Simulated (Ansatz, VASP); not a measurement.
Two plane-wave programs on V3H2

```
V H
1.0
     3.32902    0.00000    0.00000
    -1.66451    2.88302    0.00000
     0.00000    0.00000    5.17942
V H
3 2
Direct
  0.00000 0.00000 0.00000
  0.33333 0.66667 0.64500
  0.66667 0.33333 0.35500
  0.33333 0.66667 0.24500
  0.66667 0.33333 0.75500
```

Alike in both runs: task relaxation of cell and atoms; functional PBE; k mesh 6 × 6 × 4; occupations gaussian, width 0.1 eV; no spin polarisation.

|  | VASP | Ansatz |
| --- | --- | --- |
| version | VASP 6.6.1 | Ansatz 0.2.0 |
| potentials or method | VASP PAW PBE potentials, release 64 (V_sv, H), cutoff 600 eV | scalar-relativistic, plane waves, PAW |
| valence electrons in the cell | 41 | 41 |

|  | VASP | Ansatz | Ansatz less VASP |
| --- | --- | --- | --- |
| gap on the k mesh at the Fermi level, each at its own relaxed structure (eV) | none | none | - |
| relaxed volume (Å³/atom) | 8.91 | 8.92 | +0.013 |
| relaxed length of the cell vector where the two differ most in proportion (Å) | 6.414 | 6.437 | +0.0233 |

A gap of «none» marks a metal or a gap that the smearing closes.

The k mesh is coarse, so the values compare programs but aren't converged.
